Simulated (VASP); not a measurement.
# W16N (a cell with a defect) in VASP: single point with PBE

Aim: the single point of W16N (a cell with a defect) with PBE.

Everything below comes from runs of VASP 6.6.1. Logs are shortened: lines on timing, memory, paths and dates and some standing lists are left out, and cuts for length are marked.

## 1. The cell of the first run

The cell holds a defect, 17 atoms: a = 6.368 Å, b = 6.368 Å, c = 6.368 Å, α = 90.00°, β = 90.00°, γ = 90.00°.

## 2. Single point, PBE

The input, INCAR:

```
SYSTEM = W16N
ALGO = Normal
EDIFF = 1E-6
ENCUT = 520
GGA = PE
ISIF = 2
ISMEAR = 1
LASPH = .TRUE.
LCHARG = .FALSE.
LREAL = Auto
LWAVE = .FALSE.
NBANDS = 128
NELM = 100
PREC = Accurate
SIGMA = 0.1
```

The input, KPOINTS:

```
k-points
0
G
  3 3 3
  0 0 0
```

The input, POSCAR:

```
W16N
1.0
    6.3684112200      0.0000000000      0.0000000000
    0.0000000000      6.3684112200      0.0000000000
    0.0000000000      0.0000000000      6.3684112200
W N
16 1
Direct
   -0.0001249919     -0.0048266356     -0.0011423571
    0.2497889890      0.2491981038      0.2459745368
    0.0008523319     -0.0042195768      0.5000939622
    0.2497930716      0.2480975153      0.7550344715
    0.0007315796      0.4998312593     -0.0016665067
    0.2497979394      0.7591796184      0.2443537244
    0.0333317044      0.5086183803      0.5038715135
    0.2498053196      0.7607869267      0.7562299031
    0.4997021847     -0.0048267926     -0.0011429852
    0.7497895213      0.2375463750      0.2362683483
    0.4987471585     -0.0042368495      0.5000971027
    0.7498000420      0.2462832480      0.7538472052
    0.4988724645      0.4998328296     -0.0016751431
    0.7498030254      0.7525211288      0.2508776435
    0.4662929100      0.5085720579      0.5038479597
    0.7498055378      0.7571104995      0.7542853051
    0.7498286205      0.4223830571      0.4819553722
```

Potentials or basis: VASP PAW PBE potentials, release 64 (W_sv, N).

Launch:

```console
> cat potpaw_PBE.64/W_sv/POTCAR potpaw_PBE.64/N/POTCAR > POTCAR
> mpirun -np 1 vasp_std > vasp.out
```

OUTCAR:

```text
SYSTEM = W16N
   EDIFF = 1E-6
   ENCUT = 520
   GGA = PE
   ISIF = 2
   ISMEAR = 1
   LASPH = .TRUE.
   LREAL = Auto
   NELM = 100
   PREC = Accurate

 ion  position               nearest neighbor table
   1  1.000  0.995  0.999-   8 2.67  10 2.68   6 2.69  16 2.69  14 2.74  12 2.74   4 2.75   2 2.76
                             5 3.15   3 3.18   9 3.18   9 3.19   3 3.19   5 3.21
   2  0.250  0.249  0.246-  15 2.71   7 2.71   5 2.75  13 2.75   9 2.76   1 2.76   3 2.78  11 2.78
                             6 3.12   4 3.13  10 3.19  10 3.19   4 3.24   6 3.25
   3  0.001  0.996  0.500-   8 2.72   6 2.73  14 2.73  16 2.74  12 2.78   4 2.78   2 2.78  10 2.78
                             7 3.11  11 3.17   1 3.18   1 3.19  11 3.20   7 3.27
   4  0.250  0.248  0.755-   7 2.69  15 2.69   5 2.74  13 2.74   9 2.75   1 2.75   3 2.78  11 2.78
                             8 3.10   2 3.13  12 3.18  12 3.18   2 3.24   8 3.27
   5  0.001  0.500  0.998-   4 2.74   2 2.75  12 2.75  10 2.76  16 2.77   8 2.77   6 2.77  14 2.78
                             1 3.15   7 3.16  13 3.17  13 3.20   1 3.21   7 3.23
   6  0.250  0.759  0.244-   7 2.68  15 2.68   9 2.69   1 2.69  11 2.73   3 2.73   5 2.77  13 2.77
                             8 3.11   2 3.12  14 3.18  14 3.18   2 3.25   8 3.26
   7  0.033  0.509  0.504-  17 1.89   8 2.66   6 2.68   4 2.69   2 2.71  15 2.76  14 2.88  16 2.88
                            12 2.93  10 3.02   3 3.11   5 3.16   5 3.23   3 3.27
   8  0.250  0.761  0.756-   7 2.66  15 2.66   9 2.67   1 2.67  11 2.72   3 2.72  13 2.77   5 2.77
                             4 3.10   6 3.11  16 3.18  16 3.18   6 3.26   4 3.27
   9  0.500  0.995  0.999-   8 2.67  10 2.68   6 2.69  16 2.69  14 2.74  12 2.74   4 2.75   2 2.76
                            13 3.15  11 3.18   1 3.18   1 3.19  11 3.19  13 3.21
  10  0.750  0.238  0.236-  17 1.96   1 2.68   9 2.68  13 2.76   5 2.76  11 2.78   3 2.78  15 3.02
                             7 3.02  12 3.07  14 3.09   2 3.19   2 3.19  14 3.28  12 3.30
  11  0.499  0.996  0.500-   8 2.72   6 2.73  14 2.73  16 2.74  12 2.78   4 2.78   2 2.78  10 2.78
                            15 3.11   3 3.17   9 3.18   9 3.19   3 3.20  15 3.27
  12  0.750  0.246  0.754-  17 2.06   1 2.74   9 2.74  13 2.75   5 2.75   3 2.78  11 2.78  15 2.93
                             7 2.93  10 3.07  16 3.12   4 3.18   4 3.18  16 3.25  10 3.30
  13  0.499  0.500  0.998-   4 2.74   2 2.75  12 2.75  10 2.76  16 2.77   8 2.77   6 2.77  14 2.78
                             9 3.15  15 3.16   5 3.17   5 3.20   9 3.21  15 3.23
  14  0.750  0.753  0.251-  17 2.57  11 2.73   3 2.73   1 2.74   9 2.74   5 2.78  13 2.78   7 2.88
                            15 2.88  10 3.09  16 3.16   6 3.18   6 3.18  16 3.21  10 3.28
  15  0.466  0.509  0.504-  17 1.89   8 2.66   6 2.68   4 2.69   2 2.71   7 2.76  14 2.88  16 2.88
                            12 2.93  10 3.02  11 3.11  13 3.16  13 3.23  11 3.27
  16  0.750  0.757  0.754-   1 2.69   9 2.69  11 2.74   3 2.74  13 2.77   5 2.77   7 2.88  15 2.88
                            12 3.12  14 3.16   8 3.18   8 3.18  14 3.21  12 3.25
  17  0.750  0.422  0.482-   7 1.89  15 1.89  10 1.96  12 2.06  14 2.57

  LATTYP: Found a simple cubic cell.
 ALAT       =     6.3684112200

  Lattice vectors:

 A1 = (   6.3684112200,   0.0000000000,   0.0000000000)
 A2 = (   0.0000000000,   6.3684112200,   0.0000000000)
 A3 = (   0.0000000000,   0.0000000000,   6.3684112200)

Analysis of symmetry for initial positions (statically):
=====================================================================
 Subroutine PRICEL returns:
[... 166 lines left out ...]
   LORBIT       =      0    0 simple, 1 ext, 2 COOP (PROOUT), +10 PAW based schemes
   GGA     = PE    functional components
   LHFCALC =     F    Hartree Fock is set to
   AEXX    =    0.0000 exact exchange contribution
   IVDW    =     0    specifies the selected vdW correction
   LEPSILON=     F    determine dielectric tensor
   LRPA    =     F    only Hartree local field effects (RPA)
 non-spin polarized calculation
 Methfessel and Paxton  Order N= 1 SIGMA  =   0.10
  energy-cutoff  :      520.00
  volume of cell :      258.28
 maximum number of plane-waves:      6979
   NGX = 23   NGY = 23   NGZ = 23

 number of electron     228.9999980 magnetization

 Free energy of the ion-electron system (eV)
  ---------------------------------------------------
  ext. energy  EPLUGINS =         0.00000000
  ---------------------------------------------------
  free energy    TOTEN  =      -213.35558700 eV

  energy without entropy =     -213.36272836  energy(sigma->0) =     -213.35796745

 E-fermi :  11.5397     XC(G=0): -13.6458

 val. band max:       11.4985835768   @ k =   0.0000  -0.3333   0.3333
 cond. band min:      11.5470669948   @ k =   0.0000   0.3333   0.3333
 fundamental gap:      0.0484834180
 Fermi energy:        11.5397440887

 k-point     1 :       0.0000    0.0000    0.0000
  band No.  band energies     occupation
      1     -62.7931      2.00000
      2     -62.7603      2.00000
      3     -62.6988      2.00000
      4     -62.6527      2.00000
      5     -62.6067      2.00000
      6     -62.5790      2.00000
[... 1795 lines left out ...]
    125      13.3398     -0.00000
    126      13.4112     -0.00000
 [bands above 126 left out]

------------------------ aborting loop because EDIFF is reached ----------------------------------------

  FORCE on cell =-STRESS in cart. coord.  units (eV):
  Direction    XX          YY          ZZ          XY          YZ          ZX
  --------------------------------------------------------------------------------------
  -------------------------------------------------------------------------------------
  Total       24.7872182     15.5939617     14.1924501      0.0049582      2.5227366      0.0019358
  in kB      153.7606039     96.7327976     88.0389107      0.0307565     15.6490941      0.0120084
  external PRESSURE =     112.8441041 kB  Pullay stress =       0.0000000 kB

 VOLUME and BASIS-vectors are now :
 -----------------------------------------------------------------------------
  energy-cutoff  :      520.00
  volume of cell :      258.28
      direct lattice vectors                 reciprocal lattice vectors
     6.368411220  0.000000000  0.000000000     0.157025036  0.000000000  0.000000000
     0.000000000  6.368411220  0.000000000     0.000000000  0.157025036  0.000000000
     0.000000000  0.000000000  6.368411220     0.000000000  0.000000000  0.157025036

 POSITION                                       TOTAL-FORCE (eV/Angst)
 -----------------------------------------------------------------------------------
      6.36762      6.33767      6.36114        -0.050220     -0.012607      0.001648
      1.59076      1.58700      1.56647         0.001285     -0.063312     -0.017966
      0.00543      6.34154      3.18480        -0.005959     -0.035375      0.010378
      1.59078      1.57999      4.80837         0.001374     -0.075602      0.047702
      0.00466      3.18313      6.35780        -0.022274     -0.055721     -0.003812
      1.59082      4.83477      1.55615         0.000559     -0.023222     -0.040354
[... 9 lines left out ...]
      4.77507      4.82159      4.80360        -0.000947     -0.039781      0.035455
      4.77522      2.68991      3.06929        -0.002750      0.629041     -0.144210
 -----------------------------------------------------------------------------------
    total drift:                                0.002322     -0.000256      0.000175

  FREE ENERGIE OF THE ION-ELECTRON SYSTEM (eV)
  ---------------------------------------------------
  free  energy   TOTEN  =      -213.3555869977 eV

  energy  without entropy=     -213.3627283610  energy(sigma->0) =     -213.35796745
```

stdout:

```text
POSCAR found type information on POSCAR W N
 POSCAR found :  2 types and      17 ions
 scaLAPACK will be used
 LDA part: xc-table for (Slater+PW92), standard interpolation
 POSCAR, INCAR and KPOINTS ok, starting setup
 FFT: planning ... GRIDC
 FFT: planning ... GRID_SOFT
 FFT: planning ... GRID
 WAVECAR not read
 entering main loop
```

It took 21 min on 1 thread of Intel Xeon 8259CL, shared host; peak memory 0.49 GiB.

Results:

| Item | Value |
| --- | --- |
| Free energy | -213.3556 eV |
| Pressure | 11.3 GPa |
| Largest force | 0.645 eV/Å |
| Band gap on the k mesh | zero (an odd number of electrons rules out a gap without spin polarisation) |

Forces in eV/Å, atoms in the order of the input:
```
W   -0.050 -0.013  0.002
W    0.001 -0.063 -0.018
W   -0.006 -0.035  0.010
W    0.001 -0.076  0.048
W   -0.022 -0.056 -0.004
W    0.001 -0.023 -0.040
W    0.269  0.015  0.054
W    0.000 -0.007  0.062
W    0.050 -0.013  0.002
W    0.000 -0.135  0.078
W    0.007 -0.035  0.010
W    0.000 -0.035 -0.170
W    0.022 -0.056 -0.002
W   -0.001 -0.074  0.023
W   -0.270  0.017  0.055
W   -0.001 -0.040  0.035
N   -0.003  0.629 -0.144
```

Stress tensor (GPa, compression positive):
```
15.38  0.00  0.00
 0.00  9.67  1.56
 0.00  1.56  8.80
```

Levels at points of the mesh, in eV from the Fermi level:
| k point | band 110 | band 111 | band 112 | band 113 | band 114 | band 115 | band 116 | band 117 | band 118 | band 119 |
| --- | --- | --- | --- | --- | --- | --- | --- | --- | --- | --- |
| (0.00, 0.00, 0.00) | -0.64 | -0.59 | -0.55 | -0.50 | 0.11 | 0.16 | 0.40 | 0.49 | 0.54 | 0.55 |

Caveat: spin-orbit coupling is left out, which moves the levels of the heavy elements.

The gap in the log of VASP goes by the Fermi energy; the results here count the filled bands.